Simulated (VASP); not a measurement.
# SiC (F-43m) in VASP: further runs

SiC is run at these levels: revPBE+D3(BJ); tasks: single point.

Everything below comes from runs of VASP 6.6.1. Logs are shortened: lines on timing, memory, paths and dates and some standing lists are left out, and cuts for length are marked.

**The experiment to reproduce.**

From “Insight into the structural, elastic and electronic properties of a new orthorhombic 6O-SiC polytype”, 2020, pmc:7200658, for a bulk crystal of SiC: band gap 2.4 eV (indirect).

How close the calculation comes is told below.

## 1. The cell of the first run

The structure is cubic, space group F-43m (No. 216). The conventional cell has a = 4.326 Å, b = 4.326 Å, c = 4.326 Å, α = 90.00°, β = 90.00°, γ = 90.00°. Si (site symmetry -43m) has 4 C at 1.87 Å within 2.5 Å. Within 2.5 Å of C (site symmetry -43m) lie 4 Si at 1.87 Å.

## 2. Single point, revPBE+D3(BJ)

File INCAR:

```
PREC     = Accurate       # precision mode
ENCUT    = 520            # plane-wave cutoff, eV
EDIFF    = 1E-7           # SCF threshold, eV
ISMEAR   = 0              # smearing method
SIGMA    = 0.05           # smearing width, eV
LREAL    = False          # projectors in reciprocal space
LASPH    = True           # aspherical terms in the spheres
NELM     = 60             # most SCF steps
ALGO     = Normal         # electronic algorithm
ISIF     = 2              # what is computed and relaxed
LWAVE    = False          # write WAVECAR
LCHARG   = False          # write CHGCAR
GGA      = RE             # functional
IVDW     = 12             # dispersion correction
NBANDS   = 11             # bands
```

File KPOINTS:

```
regular mesh
0
Gamma
  10 10 10
```

File POSCAR:

```
SiC
1.0
    0.0000000000      2.1632414217      2.1632414217
    2.1632414217      0.0000000000      2.1632414217
    2.1632414217      2.1632414217      0.0000000000
Si C
1 1
Direct
    0.0000000000      0.0000000000      0.0000000000
    0.7500000000      0.7500000000      0.7500000000
```

Potentials or basis: VASP PAW PBE potentials, release 64 (Si, C).

On the command line:

```bash
$ cat potpaw_PBE.64/Si/POTCAR potpaw_PBE.64/C/POTCAR > POTCAR
$ mpirun -np 1 vasp_std > vasp.out
```

OUTCAR:

```text
PREC = Accurate
   ENCUT = 520
   EDIFF = 1E-7
   ISMEAR = 0
   LREAL = False
   LASPH = True
   NELM = 60
   ISIF = 2
   GGA = RE
   IVDW = 12
 IVDW          = 12

 ion  position               nearest neighbor table
   1  0.000  0.000  0.000-   2 1.87   2 1.87   2 1.87   2 1.87
   2  0.750  0.750  0.750-   1 1.87   1 1.87   1 1.87   1 1.87

  LATTYP: Found a face centered cubic cell.
 ALAT       =     4.3264828434

  Lattice vectors:

 A1 = (   0.0000000000,   2.1632414217,   2.1632414217)
 A2 = (   2.1632414217,   0.0000000000,   2.1632414217)
 A3 = (   2.1632414217,   2.1632414217,   0.0000000000)

Analysis of symmetry for initial positions (statically):
=====================================================================
 Subroutine PRICEL returns:
 Original cell was already a primitive cell.

 Routine SETGRP: Setting up the symmetry group for a
 face centered cubic supercell.

 Subroutine GETGRP returns: Found 24 space group operations
 (whereof 24 operations were pure point group operations)
 out of a pool of 48 trial point group operations.

The static configuration has the point symmetry T_d .

Analysis of symmetry for dynamics (positions and initial velocities):
=====================================================================
 Subroutine PRICEL returns:
 Original cell was already a primitive cell.

 Routine SETGRP: Setting up the symmetry group for a
 face centered cubic supercell.

 Subroutine GETGRP returns: Found 24 space group operations
 (whereof 24 operations were pure point group operations)
 out of a pool of 48 trial point group operations.

The dynamic configuration has the point symmetry T_d .

 Subroutine INISYM returns: Found 24 space group operations
 (whereof 24 operations are pure point group operations),
 and found     1 'primitive' translations

----------------------------------------------------------------------------------------

                                     Primitive cell

  volume of cell :      20.2463

  direct lattice vectors                    reciprocal lattice vectors
     0.000000000  2.163241422  2.163241422    -0.231134627  0.231134627  0.231134627
     2.163241422  0.000000000  2.163241422     0.231134627 -0.231134627  0.231134627
     2.163241422  2.163241422  0.000000000     0.231134627  0.231134627 -0.231134627

  length of vectors
     3.059285357  3.059285357  3.059285357     0.400336918  0.400336918  0.400336918

  position of ions in fractional coordinates (direct lattice)
     0.000000000  0.000000000  0.000000000
     0.750000000  0.750000000  0.750000000

[... 85 lines left out ...]
   TEBEG  =    0.0;   TEEND  =   0.0 temperature during run
   PSTRESS=    0.0 pullay stress
   NELECT =       8.0000    total number of electrons
   NUPDOWN=      -1.0000    fix difference up-down
   EMIN   =  10.00;   EMAX   =-10.00  energy-range for DOS
   EFERMI =   0.00;   METHOD = LEGACY
   ISMEAR =     0;   SIGMA  =   0.05  broadening in eV -4-tet -1-fermi 0-gaus
   EFERMI_NEDOS =   21; number of points for ismear=-14 and -15
   IALGO  =     38    algorithm
   IMIX   =      4    mixing-type and parameters
     AMIX     =   0.40;   BMIX     =  1.00
     AMIX_MAG =   1.60;   BMIX_MAG =  1.00
  volume/ion in A,a.u.               =      10.12        68.31
  Fermi-wavevector in a.u.,A,eV,Ry     =   1.201314  2.270154 19.635317  1.443155
  Thomas-Fermi vector in A             =   2.337126
   LORBIT       =      0    0 simple, 1 ext, 2 COOP (PROOUT), +10 PAW based schemes
   GGA     = RE    functional components
   LHFCALC =     F    Hartree Fock is set to
   AEXX    =    0.0000 exact exchange contribution
   IVDW    =    12    specifies the selected vdW correction
   LEPSILON=     F    determine dielectric tensor
   LRPA    =     F    only Hartree local field effects (RPA)
 non-spin polarized calculation
 Gauss-broadening in eV      SIGMA  =   0.05
  energy-cutoff  :      520.00
  volume of cell :       20.25
 maximum number of plane-waves:       556
   NGX = 11   NGY = 11   NGZ = 11

 number of electron       8.0000000 magnetization

 Free energy of the ion-electron system (eV)
  ---------------------------------------------------
  ext. energy  EPLUGINS =         0.00000000
  ---------------------------------------------------
  free energy    TOTEN  =       -14.42077009 eV

  energy without entropy =      -14.42077009  energy(sigma->0) =      -14.42077009

 E-fermi :   8.6428     XC(G=0): -11.4065

 val. band max:        8.4191352374   @ k =   0.0000   0.0000   0.0000
 cond. band min:       9.7566351967   @ k =   0.5000   0.5000   0.0000
 fundamental gap:      1.3374999593
 Fermi energy:         8.6427678662

 k-point     1 :       0.0000    0.0000    0.0000
  band No.  band energies     occupation
      1      -7.1702      2.00000
      2       8.4191      2.00000
      3       8.4191      2.00000
      4       8.4191      2.00000
      5      14.9164      0.00000
      6      15.9171      0.00000
      7      15.9171      0.00000
      8      15.9171      0.00000
      9      23.0074      0.00000
     10      23.0074      0.00000
     11      25.3810      0.00000
[... 309 lines left out ...]
 k-point    24 :       0.4000    0.3000    0.0000
  band No.  band energies     occupation
      1      -3.9781      2.00000
      2       2.8128      2.00000
      3       5.2334      2.00000
      4       5.7675      2.00000
      5      11.3142      0.00000
      6      14.1724      0.00000
      7      20.3240      0.00000
      8      20.5986      0.00000
      9      22.5126      0.00000
     10      26.6681      0.00000
     11      30.0432      0.00000

 [... further k-points ...]

------------------------ aborting loop because EDIFF is reached ----------------------------------------

 Edisp (eV)   -1.22654

 E8    (eV) :    -0.8037

  FORCE on cell =-STRESS in cart. coord.  units (eV):
  Direction    XX          YY          ZZ          XY          YZ          ZX
  --------------------------------------------------------------------------------------
  -------------------------------------------------------------------------------------
  Total       0.08369     0.08369     0.08369     0.00000     0.00000    -0.00000
  in kB       6.62298     6.62298     6.62298     0.00000     0.00000    -0.00000
  external pressure =        6.62 kB  Pullay stress =        0.00 kB

 VOLUME and BASIS-vectors are now :
 -----------------------------------------------------------------------------
  energy-cutoff  :      520.00
  volume of cell :       20.25
      direct lattice vectors                 reciprocal lattice vectors
     0.000000000  2.163241422  2.163241422    -0.231134627  0.231134627  0.231134627
     2.163241422  0.000000000  2.163241422     0.231134627 -0.231134627  0.231134627
     2.163241422  2.163241422  0.000000000     0.231134627  0.231134627 -0.231134627

 POSITION                                       TOTAL-FORCE (eV/Angst)
 -----------------------------------------------------------------------------------
      0.00000      0.00000      0.00000         0.000000      0.000000      0.000000
      3.24486      3.24486      3.24486        -0.000000     -0.000000     -0.000000
 -----------------------------------------------------------------------------------
    total drift:                               -0.000000     -0.000000     -0.000000

  FREE ENERGIE OF THE ION-ELECTRON SYSTEM (eV)
  ---------------------------------------------------
  free  energy   TOTEN  =       -15.6473089901 eV

  energy  without entropy=      -15.6473089901  energy(sigma->0) =      -15.64730899
```

stdout:

```text
POSCAR found type information on POSCAR SiC
 POSCAR found :  2 types and       2 ions
 scaLAPACK will be used
 -----------------------------------------------------------------------------
|                                                                             |
|                                                                             |
|     You enforced a specific xc type in the INCAR file but a different       |
|     I HOPE YOU KNOW WHAT YOU ARE DOING!                                     |
|                                                                             |
 -----------------------------------------------------------------------------

 LDA part: xc-table for (Slater+PW92), standard interpolation
 POSCAR, INCAR and KPOINTS ok, starting setup
 FFT: planning ... GRIDC
 FFT: planning ... GRID_SOFT
 FFT: planning ... GRID
 WAVECAR not read
 entering main loop
```

It used 11 s of CPU time on 1 thread of AMD EPYC 7R13 Processor (Zen 3), on a shared host.

Results:

| Property | Result |
| --- | --- |
| Free energy | -15.6473 eV |
| Pressure | 0.7 GPa |
| Band gap on the k mesh | 1.34 eV, indirect (least direct gap 4.56 eV) |
| Dispersion energy per atom | -0.613 eV |

Caveat: the PAW data sets were made with another functional, which shifts forces and pressure a little.

## 3. Single point, revPBE+D3(BJ)

This run uses another cell than the first one, of 10.17 Å³/atom, 1.005 times its volume.

INCAR: that of step 2 with these lines changed.

```diff
@@ -2,3 +2,3 @@
 ENCUT    = 520            # plane-wave cutoff, eV
-EDIFF    = 1E-7           # SCF threshold, eV
+EDIFF    = 1E-6           # SCF threshold, eV
 ISMEAR   = 0              # smearing method
@@ -7,3 +7,3 @@
 LASPH    = True           # aspherical terms in the spheres
-NELM     = 60             # most SCF steps
+NELM     = 100            # most SCF steps
 ALGO     = Normal         # electronic algorithm
```

File KPOINTS:

```
Automatic mesh
0
Gamma
  10 10 10
```

File POSCAR:

```
SiC
1.0
    0.0000000000      2.1667290560      2.1667290560
    2.1667290560      0.0000000000      2.1667290560
    2.1667290560      2.1667290560      0.0000000000
Si C
1 1
Direct
    0.0000000000      0.0000000000      0.0000000000
    0.7500000000      0.7500000000      0.7500000000
```

Potentials or basis: VASP PAW PBE potentials, release 64 (Si, C).

On the command line:

```bash
$ cat potpaw_PBE.64/Si/POTCAR potpaw_PBE.64/C/POTCAR > POTCAR
$ mpirun -np 1 vasp_std > vasp.out
```

It used 11 s of CPU time on 1 thread of AMD EPYC 7R13 Processor (Zen 3), with other jobs on the host.

The run converged. Its results:

- Free energy: -15.6474 eV
- Pressure: -0.4 GPa
- Band gap on the k mesh: 1.34 eV, indirect (least direct gap 4.55 eV)
- Dispersion energy per atom: -0.610 eV

Levels at points of the mesh, in eV from the valence-band top:
```tsv
k point	band 2	band 3	band 4	band 5	band 6	band 7
(0.00, 0.00, 0.00)	0.00	0.00	0.00	6.44	7.46	7.46
(0.50, 0.00, 0.00)	-8.61	-1.05	-1.05	5.62	7.31	7.31
(0.50, 0.50, 0.00)	-7.83	-3.21	-3.21	1.34	4.42	14.29
```

Caveat: the PAW data sets were made with another functional, which shifts forces and pressure a little.

(Part 1 of 2 ends here.)
